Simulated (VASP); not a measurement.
# Br (P6_3/mmc) in VASP: a series of runs

Br is run at these levels: PBE; tasks: single point.

All numbers are computed with VASP 6.6.1; they aren't measurements. Logs are shortened: lines on timing, memory, paths and dates and some standing lists are left out, and cuts for length are marked.

## (1) The cell of the first run

The structure is hexagonal, space group P6_3/mmc (No. 194). Conventional cell: a = 2.716 Å, b = 2.716 Å, c = 4.853 Å, α = 90.00°, β = 90.00°, γ = 120.00°. Within 3.6 Å of Br (site symmetry -6m2) lie 12 Br at 2.72 to 2.89 Å.

## (2) Single point, PBE

Input file INCAR:

```
SYSTEM = Br
PREC = Accurate ; ENCUT = 520
EDIFF = 1E-6 ; ISMEAR = -1
SIGMA = 0.02 ; LREAL = .False.
LASPH = .True. ; NELM = 100
ALGO = Normal ; ISIF = 2
LWAVE = .False. ; LCHARG = .False.
GGA = PE ; NBANDS = 14
```

Input file KPOINTS:

```
regular mesh
0
Gamma
  16 16 9
  0 0 0
```

Input file POSCAR:

```
Br
1.0
    2.7160273835      0.0000000000      0.0000000000
   -1.3580136917      2.3521487114      0.0000000000
    0.0000000000      0.0000000000      4.8529645566
Br
2
Direct
    0.3333333333      0.6666666667      0.2500000000
    0.6666666667      0.3333333333      0.7500000000
```

Potentials or basis: VASP PAW PBE potentials, release 64 (Br).

Started as:

```
$ cat potpaw_PBE.64/Br/POTCAR > POTCAR
$ mpirun -np 1 vasp_std > vasp.out
```

OUTCAR:

```text
SYSTEM = Br
   PREC = Accurate
   ENCUT = 520
   EDIFF = 1E-6
   ISMEAR = -1
   LREAL = .False.
   LASPH = .True.
   NELM = 100
   ISIF = 2
   GGA = PE

 ion  position               nearest neighbor table
   1  0.333  0.667  0.250-
   2  0.667  0.333  0.750-

  LATTYP: Found a hexagonal cell.
 ALAT       =     2.7160273835
 C/A-ratio  =     1.7867877865

  Lattice vectors:

 A1 = (   2.7160273835,   0.0000000000,   0.0000000000)
 A2 = (  -1.3580136917,   2.3521487114,   0.0000000000)
 A3 = (   0.0000000000,   0.0000000000,   4.8529645566)

Analysis of symmetry for initial positions (statically):
=====================================================================
 Subroutine PRICEL returns:
 Original cell was already a primitive cell.

 Routine SETGRP: Setting up the symmetry group for a
 hexagonal supercell.

 Subroutine GETGRP returns: Found 24 space group operations
 (whereof 12 operations were pure point group operations)
 out of a pool of 24 trial point group operations.

The static configuration has the point symmetry D_3d.
 The point group associated with its full space group is D_6h.

Analysis of symmetry for dynamics (positions and initial velocities):
=====================================================================
 Subroutine PRICEL returns:
 Original cell was already a primitive cell.

 Routine SETGRP: Setting up the symmetry group for a
 hexagonal supercell.

 Subroutine GETGRP returns: Found 24 space group operations
 (whereof 12 operations were pure point group operations)
 out of a pool of 24 trial point group operations.

The dynamic configuration has the point symmetry D_3d.
 The point group associated with its full space group is D_6h.

 Subroutine INISYM returns: Found 24 space group operations
 (whereof 12 operations are pure point group operations),
 and found     1 'primitive' translations

----------------------------------------------------------------------------------------

                                     Primitive cell

  volume of cell :      31.0032

  direct lattice vectors                    reciprocal lattice vectors
     2.716027384  0.000000000  0.000000000     0.368184800  0.212571594  0.000000000
    -1.358013692  2.352148711  0.000000000     0.000000000  0.425143187  0.000000000
     0.000000000  0.000000000  4.852964557     0.000000000  0.000000000  0.206059613

  length of vectors
     2.716027384  2.716027383  4.852964557     0.425143187  0.425143187  0.206059613

  position of ions in fractional coordinates (direct lattice)
     0.333333333  0.666666667  0.250000000
     0.666666667  0.333333333  0.750000000

  ion indices of the primitive-cell ions
   primitive index   ion index
                 1           1
                 2           2

----------------------------------------------------------------------------------------

 KPOINTS: regular mesh

Automatic generation of k-mesh.
 Grid dimensions read from file:
 generate k-points for:   16   16    9

 Generating k-lattice:

  Cartesian coordinates                     Fractional coordinates (reciprocal lattice)
     0.023011550  0.013285725  0.000000000     0.062500000  0.000000000  0.000000000
     0.000000000  0.026571449  0.000000000     0.000000000  0.062500000  0.000000000
     0.000000000  0.000000000  0.022895513     0.000000000  0.000000000  0.111111111

  Length of vectors
     0.026571449  0.026571449  0.022895513

  Shift w.r.t. Gamma in fractional coordinates (k-lattice)
     0.000000000  0.000000000  0.000000000

 Subroutine IBZKPT returns following result:
 ===========================================

 Found    150 irreducible k-points:

 Following reciprocal coordinates:
            Coordinates               Weight
  0.000000  0.000000  0.000000      1.000000
  0.062500 -0.000000  0.000000      6.000000
  0.125000 -0.000000  0.000000      6.000000
  0.187500 -0.000000  0.000000      6.000000
  0.250000 -0.000000  0.000000      6.000000
  0.312500  0.000000  0.000000      6.000000
[... 16 lines left out ...]
  0.187500  0.187500  0.000000      6.000000
  0.250000  0.187500  0.000000     12.000000
 [... further k-points ...]
   k-points           NKPTS =    150   k-points in BZ     NKDIM =    150   number of bands    NBANDS=     14
   number of dos      NEDOS =    301   number of ions     NIONS =      2
   total plane-waves  NPLWV =  14400
   dimension x,y,z NGX =    20 NGY =   20 NGZ =   36
   dimension x,y,z NGXF=    40 NGYF=   40 NGZF=   72
   ions per type =               2
   NGX,Y,Z   is equivalent  to a cutoff of  12.24, 12.24, 12.33 a.u.
   NGXF,Y,Z  is equivalent  to a cutoff of  24.48, 24.48, 24.66 a.u.
 SYSTEM =  Br
   PREC   = accura    normal or accurate (medium, high low for compatibility)
   ISTART =      0    job   : 0-new  1-cont  2-samecut
   ICHARG =      2    charge: 1-file 2-atom 10-const
   ISPIN  =      1    spin polarized calculation?
   LNONCOLLINEAR =      F non collinear calculations
   LSORBIT =      F    spin-orbit coupling
   LASPH  =      T    aspherical Exc in radial PAW
   ENCUT  =  520.0 eV  38.22 Ry    6.18 a.u.   5.05  5.05  9.02*2*pi/ulx,y,z
   NELM   =    100;   NELMIN=  2; NELMDL= -5     # of ELM steps
   EDIFF  = 0.1E-05   stopping-criterion for ELM
   LREAL  =      F    real-space projection
   EDIFFG = 0.1E-04   stopping-criterion for IOM
   NSW    =      0    number of steps for IOM
   IBRION =     -1    ionic relax: 0-MD 1-quasi-New 2-CG
   NFREE  =      0    steps in history (QN), initial steepest desc. (CG)
   ISIF   =      2    stress and relaxation
   ISYM   =      2    0-nonsym 1-usesym 2-fastsym
   POTIM  = 0.5000    time-step for ionic-motion
   TEBEG  =    0.0;   TEEND  =   0.0 temperature during run
   PSTRESS=    0.0 pullay stress
   NELECT =      14.0000    total number of electrons
   NUPDOWN=      -1.0000    fix difference up-down
   EMIN   =  10.00;   EMAX   =-10.00  energy-range for DOS
   EFERMI =   0.00;   METHOD = LEGACY
   ISMEAR =    -1;   SIGMA  =   0.02  broadening in eV -4-tet -1-fermi 0-gaus
   EFERMI_NEDOS =   21; number of points for ismear=-14 and -15
   IALGO  =     38    algorithm
   IMIX   =      4    mixing-type and parameters
     AMIX     =   0.40;   BMIX     =  1.00
     AMIX_MAG =   1.60;   BMIX_MAG =  1.00
  volume/ion in A,a.u.               =      15.50       104.61
  Fermi-wavevector in a.u.,A,eV,Ry     =   1.255978  2.373455 21.462941  1.577482
  Thomas-Fermi vector in A             =   2.389709
   LORBIT       =      0    0 simple, 1 ext, 2 COOP (PROOUT), +10 PAW based schemes
   GGA     = PE    functional components
   LHFCALC =     F    Hartree Fock is set to
   AEXX    =    0.0000 exact exchange contribution
   IVDW    =     0    specifies the selected vdW correction
   LEPSILON=     F    determine dielectric tensor
   LRPA    =     F    only Hartree local field effects (RPA)
 non-spin polarized calculation
  energy-cutoff  :      520.00
  volume of cell :       31.00
 maximum number of plane-waves:       847
   NGX = 11   NGY = 11   NGZ = 19

 number of electron      14.0000000 magnetization

 Free energy of the ion-electron system (eV)
  ---------------------------------------------------
  ext. energy  EPLUGINS =         0.00000000
  ---------------------------------------------------
  free energy    TOTEN  =         0.50692934 eV

  energy without entropy =        0.50905301  energy(sigma->0) =        0.50799117

 E-fermi :   8.7220     XC(G=0): -11.9418

 val. band max:        8.7122341124   @ k =   0.3125   0.0000   0.4444
 cond. band min:       8.7268651953   @ k =   0.2500  -0.0000   0.2222
 fundamental gap:      0.0146310830
 Fermi energy:         8.7219942759

 k-point     1 :       0.0000    0.0000    0.0000
  band No.  band energies     occupation
      1     -11.4967      2.00000
      2      -8.3293      2.00000
      3      -0.7491      2.00000
      4       9.9574      0.00000
      5      10.6078      0.00000
      6      10.6078      0.00000
      7      11.7265      0.00000
      8      11.7265      0.00000
      9      18.8541      0.00000
     10      18.9914      0.00000
     11      21.6711      0.00000
     12      21.6711      0.00000
     13      22.1619      0.00000
     14      23.2332      0.00000

 k-point     2 :       0.0625   -0.0000    0.0000
  band No.  band energies     occupation
      1     -11.4038      2.00000
      2      -8.2466      2.00000
      3      -0.6540      2.00000
      4       9.8702      0.00000
      5       9.9577      0.00000
      6      10.3630      0.00000
      7      11.2380      0.00000
      8      11.6751      0.00000
      9      18.9205      0.00000
     10      19.4197      0.00000
     11      20.9534      0.00000
     12      21.9501      0.00000
     13      22.7515      0.00000
     14      23.1354      0.00000

 k-point     3 :       0.1250   -0.0000    0.0000
  band No.  band energies     occupation
      1     -11.1266      2.00000
      2      -8.0020      2.00000
      3      -0.3699      2.00000
      4       8.1869      2.00000
      5       9.7941      0.00000
      6       9.9375      0.00000
      7       9.9633      0.00000
      8      11.4533      0.00000
      9      18.6514      0.00000
     10      19.4460      0.00000
     11      21.3564      0.00000
     12      22.0736      0.00000
     13      22.2064      0.00000
     14      22.8022      0.00000
[... 324 lines left out ...]
 k-point    23 :       0.1875    0.1875    0.0000
  band No.  band energies     occupation
      1      -9.1022      2.00000
      2      -6.3855      2.00000
      3       1.7243      2.00000
      4       3.2308      2.00000
      5       4.1029      2.00000
      6       6.8675      2.00000
      7       7.9808      2.00000
      8       8.9563      0.00002
      9      17.0901      0.00000
     10      19.5697      0.00000
     11      19.6584      0.00000
     12      20.6953      0.00000
     13      21.6187      0.00000
     14      24.0875      0.00000

 k-point    24 :       0.2500    0.1875    0.0000
  band No.  band energies     occupation
      1      -8.3033      2.00000
      2      -5.9039      2.00000
      3       2.0803      2.00000
      4       2.5721      2.00000
      5       3.1073      2.00000
      6       5.6815      2.00000
      7       7.1282      2.00000
      8       8.2818      2.00000
      9      15.8239      0.00000
     10      19.6538      0.00000
     11      19.7562      0.00000
     12      21.6840      0.00000
     13      22.5657      0.00000
     14      24.6667      0.00000

 [... further k-points ...]

------------------------ aborting loop because EDIFF is reached ----------------------------------------

  FORCE on cell =-STRESS in cart. coord.  units (eV):
  Direction    XX          YY          ZZ          XY          YZ          ZX
  --------------------------------------------------------------------------------------
  -------------------------------------------------------------------------------------
  Total       11.6341105     11.6341105     11.6226701      0.0000000      0.0000000     -0.0000000
  in kB      601.2259640    601.2259639    600.6347479      0.0000000      0.0000000     -0.0000000
  external PRESSURE =     601.0288919 kB  Pullay stress =       0.0000000 kB

 VOLUME and BASIS-vectors are now :
 -----------------------------------------------------------------------------
  energy-cutoff  :      520.00
  volume of cell :       31.00
      direct lattice vectors                 reciprocal lattice vectors
     2.716027384  0.000000000  0.000000000     0.368184800  0.212571594  0.000000000
    -1.358013692  2.352148711  0.000000000     0.000000000  0.425143187  0.000000000
     0.000000000  0.000000000  4.852964557     0.000000000  0.000000000  0.206059613

 POSITION                                       TOTAL-FORCE (eV/Angst)
 -----------------------------------------------------------------------------------
     -0.00000      1.56810      1.21324         0.000000     -0.000000      0.000000
      1.35801      0.78405      3.63972         0.000000      0.000000      0.000000
 -----------------------------------------------------------------------------------
    total drift:                               -0.000000      0.000000      0.000000

  FREE ENERGIE OF THE ION-ELECTRON SYSTEM (eV)
  ---------------------------------------------------
  free  energy   TOTEN  =         0.5069293416 eV

  energy  without entropy=        0.5090530054  energy(sigma->0) =        0.50799117
```

Wall time 17 s (1 thread of Intel Xeon 6975P-C (Granite Rapids), shared host); peak memory 0.17 GiB.

What came out:

* Free energy: 0.5069 eV
* Pressure: 60.1 GPa
* Band gap on the k mesh: zero (bands 7 and 8 overlap by 5.60 eV)

Levels at points of the mesh, in eV from the Fermi level:
| k point | band 4 | band 5 | band 6 | band 7 | band 8 | band 9 | band 10 | band 11 |
| --- | --- | --- | --- | --- | --- | --- | --- | --- |
| (0.00, 0.00, 0.00) | 1.24 | 1.89 | 1.89 | 3.00 | 3.00 | 10.13 | 10.27 | 12.95 |
| (0.50, 0.00, 0.00) | -7.37 | -4.85 | -2.21 | -1.54 | 0.82 | 5.72 | 7.70 | 9.59 |

Caveat: the cell stands under pressure.

[end of part 1 of 2]

The gap in the log of VASP goes by the Fermi energy; the results here count the filled bands.